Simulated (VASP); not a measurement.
# Sb (P6_3/mmc) in VASP: a series of runs

The runs below take Sb through single point, with LDA.

Everything below comes from runs of VASP 6.6.1. Logs are shortened: lines on timing, memory, paths and dates and some standing lists are left out, and cuts for length are marked.

## Step 1: The cell of the first run

Symmetry: P6_3/mmc, No. 194, hexagonal system. The conventional cell has a = 3.272 Å, b = 3.272 Å, c = 11.078 Å, α = 90.00°, β = 90.00°, γ = 120.00°. Within 4.3 Å of Sb (site symmetry -3m) lie 12 Sb at 3.27 to 3.35 Å. Within 4.3 Å of Sb (site symmetry -6m2) lie 12 Sb at 3.27 to 3.35 Å.

## Step 2: Single point, LDA

The input, INCAR:

```
  PREC = Accurate
  ENCUT = 520
  EDIFF = 1E-6
  ISMEAR = -1
  SIGMA = 0.1
  LREAL = F
  LASPH = T
  NELM = 100
  ALGO = Normal
  ISIF = 2
  LWAVE = F
  LCHARG = F
  GGA = CA
  NBANDS = 18
```

The input, KPOINTS:

```
regular mesh
0
Gamma
  11 11 3
```

The input, POSCAR:

```
Sb
1.0
    3.2716288460      0.0000000000      0.0000000000
   -1.6358144230      2.8333136923      0.0000000000
    0.0000000000      0.0000000000     11.0782165445
Sb
4
Direct
    1.0000000000      1.0000000000      1.0000000000
    1.0000000000      1.0000000000      0.5000000000
    0.3333333333      0.6666666667      0.2500000000
    0.6666666667      0.3333333333      0.7500000000
```

Potentials or basis: VASP PAW LDA potentials, release 64 (Sb).

Started as:

```sh
> cat potpaw_LDA.64/Sb/POTCAR > POTCAR
> mpirun -np 1 vasp_std > vasp.out
```

OUTCAR:

```text
PREC = Accurate
   ENCUT = 520
   EDIFF = 1E-6
   ISMEAR = -1
   LREAL = F
   LASPH = T
   NELM = 100
   ISIF = 2
   GGA = CA

 ion  position               nearest neighbor table
   1  0.000  0.000  0.000-   3 3.35   4 3.35   3 3.35   4 3.35   4 3.35   3 3.35
   2  0.000  0.000  0.500-   3 3.35   4 3.35   3 3.35   4 3.35   4 3.35   3 3.35
   3  0.333  0.667  0.250-   1 3.35   2 3.35   1 3.35   2 3.35   1 3.35   2 3.35
   4  0.667  0.333  0.750-   1 3.35   2 3.35   1 3.35   2 3.35   1 3.35   2 3.35

  LATTYP: Found a hexagonal cell.
 ALAT       =     3.2716288460
 C/A-ratio  =     3.3861471047

  Lattice vectors:

 A1 = (   3.2716288460,   0.0000000000,   0.0000000000)
 A2 = (  -1.6358144230,   2.8333136923,   0.0000000000)
 A3 = (   0.0000000000,   0.0000000000,  11.0782165445)

Analysis of symmetry for initial positions (statically):
=====================================================================
 Subroutine PRICEL returns:
 Original cell was already a primitive cell.

 Routine SETGRP: Setting up the symmetry group for a
 hexagonal supercell.

 Subroutine GETGRP returns: Found 24 space group operations
 (whereof 12 operations were pure point group operations)
 out of a pool of 24 trial point group operations.

The static configuration has the point symmetry D_3d.
 The point group associated with its full space group is D_6h.

Analysis of symmetry for dynamics (positions and initial velocities):
=====================================================================
 Subroutine PRICEL returns:
 Original cell was already a primitive cell.

 Routine SETGRP: Setting up the symmetry group for a
 hexagonal supercell.

 Subroutine GETGRP returns: Found 24 space group operations
 (whereof 12 operations were pure point group operations)
 out of a pool of 24 trial point group operations.

The dynamic configuration has the point symmetry D_3d.
 The point group associated with its full space group is D_6h.

 Subroutine INISYM returns: Found 24 space group operations
 (whereof 12 operations are pure point group operations),
 and found     1 'primitive' translations

----------------------------------------------------------------------------------------

                                     Primitive cell

  volume of cell :     102.6901

  direct lattice vectors                    reciprocal lattice vectors
     3.271628846  0.000000000  0.000000000     0.305658144  0.176471812  0.000000000
    -1.635814423  2.833313692  0.000000000     0.000000000  0.352943623  0.000000000
     0.000000000  0.000000000 11.078216545     0.000000000  0.000000000  0.090267237

  length of vectors
     3.271628846  3.271628846 11.078216545     0.352943623  0.352943623  0.090267237

  position of ions in fractional coordinates (direct lattice)
     0.000000000  0.000000000  0.000000000
     0.000000000  0.000000000  0.500000000
     0.333333333  0.666666667  0.250000000
     0.666666667  0.333333333  0.750000000

  ion indices of the primitive-cell ions
   primitive index   ion index
                 1           1
                 2           2
                 3           3
                 4           4

----------------------------------------------------------------------------------------

 KPOINTS: regular mesh

Automatic generation of k-mesh.
 Grid dimensions read from file:
 generate k-points for:   11   11    3

 Generating k-lattice:

  Cartesian coordinates                     Fractional coordinates (reciprocal lattice)
     0.027787104  0.016042892  0.000000000     0.090909091  0.000000000  0.000000000
     0.000000000  0.032085784  0.000000000     0.000000000  0.090909091  0.000000000
     0.000000000  0.000000000  0.030089079     0.000000000  0.000000000  0.333333333

  Length of vectors
     0.032085784  0.032085784  0.030089079

  Shift w.r.t. Gamma in fractional coordinates (k-lattice)
     0.000000000  0.000000000  0.000000000

 Subroutine IBZKPT returns following result:
 ===========================================

 Found     32 irreducible k-points:

 Following reciprocal coordinates:
            Coordinates               Weight
  0.000000  0.000000  0.000000      1.000000
  0.090909 -0.000000  0.000000      6.000000
  0.181818 -0.000000  0.000000      6.000000
  0.272727 -0.000000  0.000000      6.000000
  0.363636 -0.000000  0.000000      6.000000
  0.454545 -0.000000  0.000000      6.000000
[... 16 lines left out ...]
  0.090909  0.090909  0.333333     12.000000
  0.181818  0.090909  0.333333     24.000000
 [... further k-points ...]
   k-points           NKPTS =     32   k-points in BZ     NKDIM =     32   number of bands    NBANDS=     18
   number of dos      NEDOS =    301   number of ions     NIONS =      4
   total plane-waves  NPLWV =  48384
   dimension x,y,z NGX =    24 NGY =   24 NGZ =   84
   dimension x,y,z NGXF=    48 NGYF=   48 NGZF=  168
   ions per type =               4
   NGX,Y,Z   is equivalent  to a cutoff of  12.20, 12.20, 12.61 a.u.
   NGXF,Y,Z  is equivalent  to a cutoff of  24.39, 24.39, 25.21 a.u.
 SYSTEM =  unknown system
   PREC   = accura    normal or accurate (medium, high low for compatibility)
   ISTART =      0    job   : 0-new  1-cont  2-samecut
   ICHARG =      2    charge: 1-file 2-atom 10-const
   ISPIN  =      1    spin polarized calculation?
   LNONCOLLINEAR =      F non collinear calculations
   LSORBIT =      F    spin-orbit coupling
   LASPH  =      T    aspherical Exc in radial PAW
   ENCUT  =  520.0 eV  38.22 Ry    6.18 a.u.   6.08  6.08 20.60*2*pi/ulx,y,z
   NELM   =    100;   NELMIN=  2; NELMDL= -5     # of ELM steps
   EDIFF  = 0.1E-05   stopping-criterion for ELM
   LREAL  =      F    real-space projection
   EDIFFG = 0.1E-04   stopping-criterion for IOM
   NSW    =      0    number of steps for IOM
   IBRION =     -1    ionic relax: 0-MD 1-quasi-New 2-CG
   NFREE  =      0    steps in history (QN), initial steepest desc. (CG)
   ISIF   =      2    stress and relaxation
   ISYM   =      2    0-nonsym 1-usesym 2-fastsym
   POTIM  = 0.5000    time-step for ionic-motion
   TEBEG  =    0.0;   TEEND  =   0.0 temperature during run
   PSTRESS=    0.0 pullay stress
   NELECT =      20.0000    total number of electrons
   NUPDOWN=      -1.0000    fix difference up-down
   EMIN   =  10.00;   EMAX   =-10.00  energy-range for DOS
   EFERMI =   0.00;   METHOD = LEGACY
   ISMEAR =    -1;   SIGMA  =   0.10  broadening in eV -4-tet -1-fermi 0-gaus
   EFERMI_NEDOS =   21; number of points for ismear=-14 and -15
   IALGO  =     38    algorithm
   IMIX   =      4    mixing-type and parameters
     AMIX     =   0.40;   BMIX     =  1.00
     AMIX_MAG =   1.60;   BMIX_MAG =  1.00
  volume/ion in A,a.u.               =      25.67       173.25
  Fermi-wavevector in a.u.,A,eV,Ry     =   0.948947  1.793250 12.252053  0.900501
  Thomas-Fermi vector in A             =   2.077184
   LORBIT       =      0    0 simple, 1 ext, 2 COOP (PROOUT), +10 PAW based schemes
   GGA     = CA    functional components
   LHFCALC =     F    Hartree Fock is set to
   AEXX    =    0.0000 exact exchange contribution
   IVDW    =     0    specifies the selected vdW correction
   LEPSILON=     F    determine dielectric tensor
   LRPA    =     F    only Hartree local field effects (RPA)
 non-spin polarized calculation
  energy-cutoff  :      520.00
  volume of cell :      102.69
 maximum number of plane-waves:      2799
   NGX = 13   NGY = 13   NGZ = 41

 number of electron      20.0000005 magnetization

 Free energy of the ion-electron system (eV)
  ---------------------------------------------------
  ext. energy  EPLUGINS =         0.00000000
  ---------------------------------------------------
  free energy    TOTEN  =       -18.30591739 eV

  energy without entropy =      -18.23013763  energy(sigma->0) =      -18.26802751

 E-fermi :   9.0788     XC(G=0): -10.5764

 val. band max:        9.0417164634   @ k =   0.3636   0.0909   0.3333
 cond. band min:       9.0788291808   @ k =   0.3636   0.2727   0.3333
 fundamental gap:      0.0371127174
 Fermi energy:         9.0788286004

 k-point     1 :       0.0000    0.0000    0.0000
  band No.  band energies     occupation
      1      -4.2767      2.00000
      2      -3.0840      2.00000
      3      -3.0737      2.00000
      4      -0.6413      2.00000
      5       2.8994      2.00000
      6       7.8029      1.99999
[... 10 lines left out ...]
     17      17.5411      0.00000
     18      17.7940      0.00000

 k-point     2 :       0.0909   -0.0000    0.0000
  band No.  band energies     occupation
      1      -4.1205      2.00000
      2      -2.9295      2.00000
      3      -2.9192      2.00000
      4      -0.4993      2.00000
      5       3.0618      2.00000
      6       7.9214      1.99998
[... 10 lines left out ...]
     17      17.0179      0.00000
     18      17.4710      0.00000

 k-point     3 :       0.1818   -0.0000    0.0000
  band No.  band energies     occupation
      1      -3.6534      2.00000
      2      -2.4687      2.00000
      3      -2.4588      2.00000
      4      -0.0811      2.00000
      5       3.5435      2.00000
      6       8.1753      1.99976
[... 10 lines left out ...]
     17      15.6978      0.00000
     18      16.3226      0.00000

 k-point     4 :       0.2727   -0.0000    0.0000
  band No.  band energies     occupation
      1      -2.8830      2.00000
      2      -1.7142      2.00000
      3      -1.7059      2.00000
      4       0.5718      2.00000
      5       4.3199      2.00000
      6       6.6901      2.00000
[... 375 lines left out ...]
      4       1.1382      2.00000
      5       3.4569      2.00000
      6       3.9080      2.00000
[... 10 lines left out ...]
     17      13.9403      0.00000
     18      14.3221      0.00000

 k-point    23 :       0.0909    0.0909    0.3333
  band No.  band energies     occupation
      1      -3.6742      2.00000
      2      -3.2731      2.00000
      3      -1.7398      2.00000
      4      -0.7684      2.00000
      5       4.2038      2.00000
      6       5.9739      2.00000
[... 10 lines left out ...]
     17      16.9859      0.00000
     18      17.1495      0.00000

 k-point    24 :       0.1818    0.0909    0.3333
  band No.  band energies     occupation
      1      -3.0558      2.00000
      2      -2.6580      2.00000
      3      -1.1459      2.00000
      4      -0.2020      2.00000
      5       4.7817      2.00000
      6       6.4074      2.00000
[... 10 lines left out ...]
     17      16.2337      0.00000
     18      16.4519      0.00000

 [... further k-points ...]
[... 5 lines left out ...]
  --------------------------------------------------------------------------------------
  -------------------------------------------------------------------------------------
  Total        0.0820773      0.0820773      0.0761015     -0.0000000     -0.0000000      0.0000000
  in kB        1.2805752      1.2805752      1.1873410     -0.0000000     -0.0000000      0.0000000
  external PRESSURE =       1.2494972 kB  Pullay stress =       0.0000000 kB

 VOLUME and BASIS-vectors are now :
 -----------------------------------------------------------------------------
  energy-cutoff  :      520.00
  volume of cell :      102.69
      direct lattice vectors                 reciprocal lattice vectors
     3.271628846  0.000000000  0.000000000     0.305658144  0.176471812  0.000000000
    -1.635814423  2.833313692  0.000000000     0.000000000  0.352943623  0.000000000
     0.000000000  0.000000000 11.078216545     0.000000000  0.000000000  0.090267237

 POSITION                                       TOTAL-FORCE (eV/Angst)
 -----------------------------------------------------------------------------------
      0.00000      0.00000      0.00000        -0.000000      0.000000     -0.000000
      0.00000      0.00000      5.53911        -0.000000      0.000000     -0.000000
     -0.00000      1.88888      2.76955        -0.000000     -0.000000      0.000000
      1.63581      0.94444      8.30866         0.000000      0.000000      0.000000
 -----------------------------------------------------------------------------------
    total drift:                               -0.000000      0.000000     -0.000000

  FREE ENERGIE OF THE ION-ELECTRON SYSTEM (eV)
  ---------------------------------------------------
  free  energy   TOTEN  =       -18.3059173928 eV

  energy  without entropy=      -18.2301376303  energy(sigma->0) =      -18.26802751
```

It took 22 s on 1 thread of AMD EPYC 7R13 (Zen 3), shared host; peak memory 0.16 GiB.

What came out:

```
Free energy            : -18.3059 eV
Pressure               : 0.1 GPa
Band gap on the k mesh : zero (band 10 reaches 13.91 eV, above the bottom of band 11 at 6.63 eV)
```

Caveat: spin-orbit coupling is left out, which moves the levels of the heavy elements.

## Step 3: Single point, LDA (volume scaled by 0.88)

INCAR, as its differences from that of step 2:

```diff
@@ -7,3 +7,3 @@
   LASPH = T
-  NELM = 100
+  NELM = 60
   ALGO = Normal
```

The input, KPOINTS:

```
Automatic mesh
0
Gamma
  13 13 4
```

The input, POSCAR:

```
Sb
1.0
    3.1351494835      0.0000000000      0.0000000000
   -1.5675747417      2.7151190974      0.0000000000
    0.0000000000      0.0000000000     10.6160773464
Sb
4
Direct
    1.0000000000      1.0000000000      1.0000000000
    1.0000000000      1.0000000000      0.5000000000
    0.3333333333      0.6666666667      0.2500000000
    0.6666666667      0.3333333333      0.7500000000
```

Potentials or basis: VASP PAW LDA potentials, release 64 (Sb).

Started as:

```sh
> cat potpaw_LDA.64/Sb/POTCAR > POTCAR
> mpirun -np 1 vasp_std > vasp.out
```

OUTCAR:

```text
PREC = Accurate
   ENCUT = 520
   EDIFF = 1E-6
   ISMEAR = -1
   LREAL = F
   LASPH = T
   NELM = 60
   ISIF = 2
   GGA = CA

 ion  position               nearest neighbor table
   1  0.000  0.000  0.000-   3 3.21   4 3.21   3 3.21   4 3.21   4 3.21   3 3.21
   2  0.000  0.000  0.500-   3 3.21   4 3.21   3 3.21   4 3.21   4 3.21   3 3.21
   3  0.333  0.667  0.250-   1 3.21   2 3.21   1 3.21   2 3.21   1 3.21   2 3.21
   4  0.667  0.333  0.750-   1 3.21   2 3.21   1 3.21   2 3.21   1 3.21   2 3.21

  LATTYP: Found a hexagonal cell.
 ALAT       =     3.1351494835
 C/A-ratio  =     3.3861471047

  Lattice vectors:

 A1 = (   3.1351494835,   0.0000000000,   0.0000000000)
 A2 = (  -1.5675747417,   2.7151190974,   0.0000000000)
 A3 = (   0.0000000000,   0.0000000000,  10.6160773464)

Analysis of symmetry for initial positions (statically):
=====================================================================
 Subroutine PRICEL returns:
 Original cell was already a primitive cell.

 Routine SETGRP: Setting up the symmetry group for a
 hexagonal supercell.

 Subroutine GETGRP returns: Found 24 space group operations
[... 166 lines left out ...]
  ---------------------------------------------------
  free energy    TOTEN  =       -17.82947727 eV

  energy without entropy =      -17.74875030  energy(sigma->0) =      -17.78911379

 E-fermi :  10.9482     XC(G=0): -11.1399

 val. band max:       10.9431101548   @ k =   0.2308   0.0769   0.5000
 cond. band min:      10.9527133831   @ k =   0.3846   0.2308   0.0000
 fundamental gap:      0.0096032283
 Fermi energy:        10.9481776967

 k-point     1 :       0.0000    0.0000    0.0000
  band No.  band energies     occupation
      1      -3.5373      2.00000
      2      -2.1836      2.00000
      3      -2.1682      2.00000
      4       0.8275      2.00000
      5       3.8531      2.00000
      6       9.6110      2.00000
[... 481 lines left out ...]
      5       5.0201      2.00000
      6       8.1202      2.00000
[... 10 lines left out ...]
     17      18.0422      0.00000
     18      18.3222      0.00000

 [... further k-points ...]
[... 5 lines left out ...]
  --------------------------------------------------------------------------------------
  -------------------------------------------------------------------------------------
  Total        7.4624344      7.4624344      6.5721906      0.0000000      0.0000000     -0.0000000
  in kB      132.3061088    132.3061088    116.5224273      0.0000000      0.0000000     -0.0000000
  external PRESSURE =     127.0448817 kB  Pullay stress =       0.0000000 kB

 VOLUME and BASIS-vectors are now :
 -----------------------------------------------------------------------------
  energy-cutoff  :      520.00
  volume of cell :       90.37
      direct lattice vectors                 reciprocal lattice vectors
     3.135149483  0.000000000  0.000000000     0.318964057  0.184153984  0.000000000
    -1.567574742  2.715119097  0.000000000     0.000000000  0.368307969  0.000000000
     0.000000000  0.000000000 10.616077346     0.000000000  0.000000000  0.094196752

 POSITION                                       TOTAL-FORCE (eV/Angst)
 -----------------------------------------------------------------------------------
      0.00000      0.00000      0.00000        -0.000000      0.000000      0.000000
      0.00000      0.00000      5.30804        -0.000000      0.000000      0.000000
     -0.00000      1.81008      2.65402        -0.000000      0.000000      0.000000
      1.56757      0.90504      7.96206         0.000000      0.000000     -0.000000
 -----------------------------------------------------------------------------------
    total drift:                               -0.000000      0.000000      0.000000

  FREE ENERGIE OF THE ION-ELECTRON SYSTEM (eV)
  ---------------------------------------------------
  free  energy   TOTEN  =       -17.8294772705 eV

  energy  without entropy=      -17.7487503026  energy(sigma->0) =      -17.78911379
```

stdout:

```text
POSCAR found type information on POSCAR Sb
 POSCAR found :  1 types and       4 ions
 scaLAPACK will be used
 LDA part: xc-table for (Slater(with rela. corr.)+CA(PZ))
 , standard interpolation
 POSCAR, INCAR and KPOINTS ok, starting setup
 FFT: planning ... GRIDC
 FFT: planning ... GRID_SOFT
 FFT: planning ... GRID
 WAVECAR not read
 entering main loop
```

Run time: 41 s. Hardware: 1 thread of AMD EPYC 7R13 (Zen 3), shared host; peak memory 0.18 GiB.

Results:

```yaml
Free_energy: -17.8295 eV
Pressure: 12.7 GPa
Band_gap_on_the_k_mesh: zero (band 10 reaches 16.62 eV, above the bottom of band 11 at 8.20 eV)
```

Caveat: spin-orbit coupling is left out, which moves the levels of the heavy elements.
